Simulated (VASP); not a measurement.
# Ag (P6_3/mmc) in VASP: a series of runs

Ag is run at these levels: r2SCAN; tasks: single point.

Program: VASP 6.6.1. These are calculated values, not measurements. Logs are shortened: lines on timing, memory, paths and dates and some standing lists are left out, and cuts for length are marked.

## 1. The cell of the first run

The structure is hexagonal, space group P6_3/mmc (No. 194). Conventional cell: a = 2.904 Å, b = 2.904 Å, c = 4.748 Å, α = 90.00°, β = 90.00°, γ = 120.00°. Within 3.8 Å of Ag (site symmetry -6m2) lie 12 Ag at 2.90 to 2.91 Å.

This isn't the form of Ag at room conditions, which is fcc.

## 2. Single point, r2SCAN

Contents of POSCAR:

```
Ag
1.0
    2.9036957656      0.0000000000      0.0000000000
   -1.4518478828      2.5146742978      0.0000000000
    0.0000000000      0.0000000000      9.4956926571
Ag
4
Direct
    0.3333333333      0.6666666667      0.1250000000
    0.3333333333      0.6666666667      0.6250000000
    0.6666666667      0.3333333333      0.3750000000
    0.6666666667      0.3333333333      0.8750000000
```

Contents of INCAR.step1:

```
PREC = Accurate ; ENCUT = 520
ISMEAR = 0 ; SIGMA = 0.15
LREAL = False ; LASPH = True
NELM = 100 ; NBANDS = 30
GGA = PE ; ALGO = Normal
EDIFF = 1E-4 ; LWAVE = True
LCHARG = False
```

Contents of INCAR.step2:

```
PREC = Accurate ; ENCUT = 520
EDIFF = 1E-7 ; ISMEAR = 0
SIGMA = 0.15 ; LREAL = False
LASPH = True ; NELM = 100
ALGO = Normal ; ISIF = 2
LWAVE = False ; LCHARG = True
METAGGA = R2SCAN ; LMIXTAU = True
LELF = True ; LVHAR = True
NBANDS = 30 ; ISTART = 1
```

Contents of KPOINTS:

```
regular mesh
0
Gamma
  12 12 4
```

Potentials or basis: VASP PAW PBE potentials, release 64 (Ag).

Run with:

```bash
$ cat potpaw_PBE.64/Ag/POTCAR > POTCAR
$ cp INCAR.step1 INCAR
$ mpirun -np 1 vasp_std > vasp.out
$ cp INCAR.step2 INCAR
$ mpirun -np 1 vasp_std > vasp.out
```

OUTCAR:

```text
PREC = Accurate
   ENCUT = 520
   EDIFF = 1E-7
   ISMEAR = 0
   LREAL = False
   LASPH = True
   NELM = 100
   ISIF = 2
   METAGGA = R2SCAN
   ISTART = 1

 ion  position               nearest neighbor table
   1  0.333  0.667  0.125-   3 2.91   4 2.91   3 2.91   4 2.91   3 2.91   4 2.91
   2  0.333  0.667  0.625-   3 2.91   4 2.91   3 2.91   4 2.91   3 2.91   4 2.91
   3  0.667  0.333  0.375-   1 2.91   2 2.91   1 2.91   2 2.91   1 2.91   2 2.91
   4  0.667  0.333  0.875-   1 2.91   2 2.91   1 2.91   2 2.91   1 2.91   2 2.91

  LATTYP: Found a hexagonal cell.
 ALAT       =     2.9036957656
 C/A-ratio  =     3.2702092174

  Lattice vectors:

 A1 = (   2.9036957656,   0.0000000000,   0.0000000000)
 A2 = (  -1.4518478828,   2.5146742978,   0.0000000000)
 A3 = (   0.0000000000,   0.0000000000,   9.4956926571)

Analysis of symmetry for initial positions (statically):
=====================================================================
 Subroutine PRICEL returns following result:

  LATTYP: Found a hexagonal cell.
 ALAT       =     2.9036957656
 C/A-ratio  =     1.6351046087

  Lattice vectors:

 A1 = (   2.9036957656,   0.0000000000,   0.0000000000)
 A2 = (  -1.4518478828,   2.5146742978,   0.0000000000)
 A3 = (   0.0000000000,   0.0000000000,   4.7478463285)

   2 primitive cells build up your supercell.

 Routine SETGRP: Setting up the symmetry group for a
 hexagonal supercell.

 Subroutine GETGRP returns: Found 24 space group operations
 (whereof 12 operations were pure point group operations)
 out of a pool of 24 trial point group operations.

The static configuration has the point symmetry D_3d.
 The point group associated with its full space group is D_6h.

Analysis of symmetry for dynamics (positions and initial velocities):
=====================================================================
 Subroutine PRICEL returns following result:

  LATTYP: Found a hexagonal cell.
 ALAT       =     2.9036957656
 C/A-ratio  =     1.6351046087

  Lattice vectors:

 A1 = (   2.9036957656,   0.0000000000,   0.0000000000)
 A2 = (  -1.4518478828,   2.5146742978,   0.0000000000)
 A3 = (   0.0000000000,   0.0000000000,   4.7478463285)

   2 primitive cells build up your supercell.

 Routine SETGRP: Setting up the symmetry group for a
 hexagonal supercell.

 Subroutine GETGRP returns: Found 24 space group operations
 (whereof 12 operations were pure point group operations)
 out of a pool of 24 trial point group operations.

The dynamic configuration has the point symmetry D_3d.
 The point group associated with its full space group is D_6h.

 Subroutine INISYM returns: Found 24 space group operations
 (whereof 12 operations are pure point group operations),
 and found     2 'primitive' translations

----------------------------------------------------------------------------------------

                                     Primitive cell

  volume of cell :      34.6681

  direct lattice vectors                    reciprocal lattice vectors
     2.903695766  0.000000000  0.000000000     0.344388697  0.198832907  0.000000000
    -1.451847883  2.514674298  0.000000000     0.000000000  0.397665813  0.000000000
     0.000000000  0.000000000  4.747846329     0.000000000  0.000000000  0.210621813

  length of vectors
     2.903695766  2.903695766  4.747846329     0.397665813  0.397665813  0.210621813

  position of ions in fractional coordinates (direct lattice)
     0.333333333  0.666666667  0.250000000
     0.666666667  0.333333333  0.750000000

  ion indices of the primitive-cell ions
   primitive index   ion index
                 1           1
                 2           3

----------------------------------------------------------------------------------------

 KPOINTS: regular mesh

Automatic generation of k-mesh.
 Grid dimensions read from file:
 generate k-points for:   12   12    4

 Generating k-lattice:

  Cartesian coordinates                     Fractional coordinates (reciprocal lattice)
     0.028699058  0.016569409  0.000000000     0.083333333 -0.000000000  0.000000000
     0.000000000  0.033138818  0.000000000     0.000000000  0.083333333  0.000000000
     0.000000000  0.000000000  0.026327727     0.000000000  0.000000000  0.250000000

  Length of vectors
     0.033138818  0.033138818  0.026327727

  Shift w.r.t. Gamma in fractional coordinates (k-lattice)
     0.000000000  0.000000000  0.000000000

 Subroutine IBZKPT returns following result:
 ===========================================

 Found     57 irreducible k-points:

 Following reciprocal coordinates:
            Coordinates               Weight
  0.000000  0.000000  0.000000      1.000000
  0.083333  0.000000  0.000000      6.000000
  0.166667  0.000000  0.000000      6.000000
  0.250000  0.000000  0.000000      6.000000
  0.333333  0.000000  0.000000      6.000000
  0.416667  0.000000  0.000000      6.000000
[... 16 lines left out ...]
  0.250000  0.000000  0.250000     12.000000
  0.333333  0.000000  0.250000     12.000000
 [... further k-points ...]
   k-points           NKPTS =     57   k-points in BZ     NKDIM =     57   number of bands    NBANDS=     30
   number of dos      NEDOS =    301   number of ions     NIONS =      4
   total plane-waves  NPLWV =  41472
   dimension x,y,z NGX =    24 NGY =   24 NGZ =   72
   dimension x,y,z NGXF=    48 NGYF=   48 NGZF=  144
   ions per type =               4
   NGX,Y,Z   is equivalent  to a cutoff of  13.74, 13.74, 12.61 a.u.
   NGXF,Y,Z  is equivalent  to a cutoff of  27.48, 27.48, 25.21 a.u.
 SYSTEM =  unknown system
   PREC   = accura    normal or accurate (medium, high low for compatibility)
   ISTART =      1    job   : 0-new  1-cont  2-samecut
   ICHARG =      0    charge: 1-file 2-atom 10-const
   ISPIN  =      1    spin polarized calculation?
   LNONCOLLINEAR =      F non collinear calculations
   LSORBIT =      F    spin-orbit coupling
   LASPH  =      T    aspherical Exc in radial PAW
   ENCUT  =  520.0 eV  38.22 Ry    6.18 a.u.   5.40  5.40 17.66*2*pi/ulx,y,z
   NELM   =    100;   NELMIN=  2; NELMDL=  0     # of ELM steps
   EDIFF  = 0.1E-06   stopping-criterion for ELM
   LREAL  =      F    real-space projection
   EDIFFG = 0.1E-05   stopping-criterion for IOM
   NSW    =      0    number of steps for IOM
   IBRION =     -1    ionic relax: 0-MD 1-quasi-New 2-CG
   NFREE  =      0    steps in history (QN), initial steepest desc. (CG)
   ISIF   =      2    stress and relaxation
   ISYM   =      2    0-nonsym 1-usesym 2-fastsym
   POTIM  = 0.5000    time-step for ionic-motion
   TEBEG  =    0.0;   TEEND  =   0.0 temperature during run
   PSTRESS=    0.0 pullay stress
   NELECT =      44.0000    total number of electrons
   NUPDOWN=      -1.0000    fix difference up-down
   EMIN   =  10.00;   EMAX   =-10.00  energy-range for DOS
   EFERMI =   0.00;   METHOD = LEGACY
   ISMEAR =     0;   SIGMA  =   0.15  broadening in eV -4-tet -1-fermi 0-gaus
   EFERMI_NEDOS =   21; number of points for ismear=-14 and -15
   IALGO  =     38    algorithm
   IMIX   =      4    mixing-type and parameters
     AMIX     =   0.40;   BMIX     =  1.00
     AMIX_MAG =   1.60;   BMIX_MAG =  1.00
  volume/ion in A,a.u.               =      17.33       116.98
  Fermi-wavevector in a.u.,A,eV,Ry     =   1.406822  2.658509 26.927954  1.979149
  Thomas-Fermi vector in A             =   2.529144
   LORBIT       =      0    0 simple, 1 ext, 2 COOP (PROOUT), +10 PAW based schemes
   METAGGA = R2SCAN    functional components
   LHFCALC =     F    Hartree Fock is set to
   AEXX    =    0.0000 exact exchange contribution
   IVDW    =     0    specifies the selected vdW correction
   LEPSILON=     F    determine dielectric tensor
   LRPA    =     F    only Hartree local field effects (RPA)
 non-spin polarized calculation
 Gauss-broadening in eV      SIGMA  =   0.15
  energy-cutoff  :      520.00
  volume of cell :       69.34
 maximum number of plane-waves:      1908
 NGX is ok and might be reduce to    24

 number of electron      44.0000012 magnetization

 Free energy of the ion-electron system (eV)
  ---------------------------------------------------
  ext. energy  EPLUGINS =         0.00000000
  ---------------------------------------------------
  free energy    TOTEN  =       -85.41516168 eV

  energy without entropy =      -85.40549246  energy(sigma->0) =      -85.41032707

 E-fermi :   8.1688     XC(G=0): -12.8489

 val. band max:        8.1583281063   @ k =   0.4167   0.0833   0.5000
 cond. band min:       8.2870031422   @ k =   0.2500   0.0000   0.5000
 fundamental gap:      0.1286750359
 Fermi energy:         8.1687625198

 k-point     1 :       0.0000    0.0000    0.0000
  band No.  band energies     occupation
      1       0.3753      2.00000
      2       1.5825      2.00000
      3       1.6957      2.00000
      4       1.6957      2.00000
      5       3.1203      2.00000
      6       3.1620      2.00000
[... 22 lines left out ...]
     29      24.8263      0.00000
     30      24.8263      0.00000

 k-point     2 :       0.0833    0.0000    0.0000
  band No.  band energies     occupation
      1       0.5708      2.00000
      2       1.6918      2.00000
      3       1.8622      2.00000
      4       1.8622      2.00000
      5       3.0109      2.00000
      6       3.0134      2.00000
[... 22 lines left out ...]
     29      24.5080      0.00000
     30      24.5080      0.00000

 k-point     3 :       0.1667    0.0000    0.0000
  band No.  band energies     occupation
      1       1.1084      2.00000
      2       1.9376      2.00000
      3       2.2310      2.00000
      4       2.2310      2.00000
      5       2.7422      2.00000
      6       2.7422      2.00000
[... 22 lines left out ...]
     29      22.5183      0.00000
     30      22.5183      0.00000

 k-point     4 :       0.2500    0.0000    0.0000
  band No.  band energies     occupation
      1       1.7340      2.00000
      2       2.0343      2.00000
      3       2.1968      2.00000
      4       2.1968      2.00000
      5       2.6540      2.00000
      6       2.6540      2.00000
[... 22 lines left out ...]
     29      20.9558      0.00000
     30      20.9558      0.00000

 k-point     5 :       0.3333    0.0000    0.0000
  band No.  band energies     occupation
      1       1.8285      2.00000
      2       1.9440      2.00000
      3       1.9440      2.00000
      4       2.0441      2.00000
      5       2.3677      2.00000
      6       2.5027      2.00000
[... 22 lines left out ...]
     29      20.5717      0.00000
     30      21.7272      0.00000
[... 526 lines left out ...]
     29      24.2817      0.00000
     30      24.9283      0.00000

 k-point    22 :       0.1667    0.0000    0.2500
  band No.  band energies     occupation
      1       1.2131      2.00000
      2       1.9075      2.00000
      3       1.9766      2.00000
      4       2.2288      2.00000
      5       2.8236      2.00000
      6       2.8783      2.00000
[... 22 lines left out ...]
     29      22.6229      0.00000
     30      23.3655      0.00000

 k-point    23 :       0.2500    0.0000    0.2500
  band No.  band energies     occupation
      1       1.7639      2.00000
      2       2.0001      2.00000
      3       2.0789      2.00000
      4       2.3351      2.00000
      5       2.5579      2.00000
      6       2.8257      2.00000
[... 22 lines left out ...]
     29      20.7309      0.00000
     30      22.1829      0.00000

 k-point    24 :       0.3333    0.0000    0.2500
  band No.  band energies     occupation
      1       1.8116      2.00000
      2       1.8269      2.00000
      3       1.9742      2.00000
      4       2.0852      2.00000
      5       2.4301      2.00000
      6       2.5323      2.00000
[... 22 lines left out ...]
     29      19.7738      0.00000
     30      20.5554      0.00000

 [... further k-points ...]

------------------------ aborting loop because EDIFF is reached ----------------------------------------

  FORCE on cell =-STRESS in cart. coord.  units (eV):
  Direction    XX          YY          ZZ          XY          YZ          ZX
  --------------------------------------------------------------------------------------
  -------------------------------------------------------------------------------------
  Total        0.1821237      0.1821237     -0.0744303      0.0000000      0.0000000      0.0000000
  in kB        4.2084049      4.2084049     -1.7198912      0.0000000      0.0000000      0.0000000
  external PRESSURE =       2.2323062 kB  Pullay stress =       0.0000000 kB

 VOLUME and BASIS-vectors are now :
 -----------------------------------------------------------------------------
  energy-cutoff  :      520.00
  volume of cell :       69.34
      direct lattice vectors                 reciprocal lattice vectors
     2.903695766  0.000000000  0.000000000     0.344388697  0.198832907  0.000000000
    -1.451847883  2.514674298  0.000000000     0.000000000  0.397665813  0.000000000
     0.000000000  0.000000000  9.495692657     0.000000000  0.000000000  0.105310906

 POSITION                                       TOTAL-FORCE (eV/Angst)
 -----------------------------------------------------------------------------------
     -0.00000      1.67645      1.18696        -0.000000      0.000000      0.000000
     -0.00000      1.67645      5.93481        -0.000000      0.000000      0.000000
      1.45185      0.83822      3.56088         0.000000     -0.000000      0.000000
      1.45185      0.83822      8.30873         0.000000     -0.000000      0.000000
 -----------------------------------------------------------------------------------
    total drift:                               -0.000000      0.000000     -0.000000

  FREE ENERGIE OF THE ION-ELECTRON SYSTEM (eV)
  ---------------------------------------------------
  free  energy   TOTEN  =       -85.4151616848 eV

  energy  without entropy=      -85.4054924560  energy(sigma->0) =      -85.41032707
```

It took 7.2 min on 1 thread of Intel Xeon Platinum 8259CL at 2.50GHz (Skylake/Cascade Lake), shared host; peak memory 0.25 GiB.

Results:

```yaml
Free_energy: -85.4152 eV
Pressure: 0.2 GPa
Band_gap_on_the_k_mesh: zero (bands 22 and 23 overlap by 6.99 eV)
```

Levels at points of the mesh, in eV from the Fermi level:
```
           k point  band 18  band 19  band 20  band 21  band 22  band 23  band 24  band 25  band 26  band 27
(0.00, 0.00, 0.00)    -3.68    -3.68    -3.68    -3.68    -3.37    -3.37    -0.26     3.63    11.44    11.44
(0.50, 0.00, 0.00)    -3.14    -3.14    -3.09     0.17     0.91     0.91     1.59     4.69     4.69     7.15
(0.00, 0.00, 0.50)    -4.10    -3.42    -3.42    -3.42    -3.42    -2.44    -2.44     6.63     6.63    15.54
(0.50, 0.00, 0.50)    -3.18    -3.11    -3.11     0.26     0.26     1.48     1.48     5.60     5.60     5.74
```

Caveat: the PAW data sets were made with another functional, which shifts forces and pressure a little.

## 3. Single point, r2SCAN

This run uses another cell than the first one: it holds 2 atoms, not 4.

Contents of POSCAR:

```
Ag
1.0
    2.9036957656      0.0000000000      0.0000000000
   -1.4518478828      2.5146742978      0.0000000000
    0.0000000000      0.0000000000      4.7478463286
Ag
2
Direct
    0.3333333333      0.6666666667      0.2500000000
    0.6666666667      0.3333333333      0.7500000000
```

Contents of INCAR.step1:

```
  ALGO = Normal
  EDIFF = 1E-4
  ENCUT = 520
  GGA = PE
  ISMEAR = 0
  LASPH = T
  LCHARG = F
  LREAL = F
  LWAVE = T
  NBANDS = 18
  NELM = 60
  PREC = Accurate
  SIGMA = 0.1
```

Contents of INCAR.step2:

```
  ALGO = Normal
  EDIFF = 1E-7
  ENCUT = 520
  ISIF = 2
  ISMEAR = 0
  ISTART = 1
  LASPH = T
  LCHARG = F
  LMIXTAU = T
  LREAL = F
  LWAVE = F
  METAGGA = R2SCAN
  NBANDS = 18
  NELM = 60
  PREC = Accurate
  SIGMA = 0.1
```

Contents of KPOINTS:

```
k-points
0
Gamma
  18 18 10
```

Potentials or basis: VASP PAW PBE potentials, release 64 (Ag).

Run with:

```bash
$ cat potpaw_PBE.64/Ag/POTCAR > POTCAR
$ cp INCAR.step1 INCAR
$ mpirun -np 1 vasp_std > vasp.out
$ cp INCAR.step2 INCAR
$ mpirun -np 1 vasp_std > vasp.out
```

It took 7.2 min on 1 thread of Intel Xeon Platinum 8259CL at 2.50GHz (Skylake/Cascade Lake), shared host; peak memory 0.25 GiB.

Results (log left out):

```
Free energy            : -42.7061 eV
Pressure               : 0.1 GPa
Band gap on the k mesh : zero (bands 11 and 12 overlap by 7.93 eV)
```

Levels at points of the mesh, in eV from the Fermi level:
| k point | band 9 | band 10 | band 11 | band 12 | band 13 | band 14 |
| --- | --- | --- | --- | --- | --- | --- |
| (0.00, 0.00, 0.00) | -4.40 | -3.40 | -3.40 | -0.28 | 3.60 | 16.26 |
| (0.50, 0.00, 0.00) | -3.21 | -3.12 | 0.14 | 1.56 | 7.13 | 7.37 |
| (0.00, 0.00, 0.50) | -3.71 | -3.71 | -3.71 | -3.71 | 11.41 | 11.41 |
| (0.50, 0.00, 0.50) | -3.18 | -3.18 | 0.88 | 0.88 | 4.66 | 4.66 |

Caveat: the PAW data sets were made with another functional, which shifts forces and pressure a little.

The gap in the log of VASP goes by the Fermi energy; the results here count the filled bands.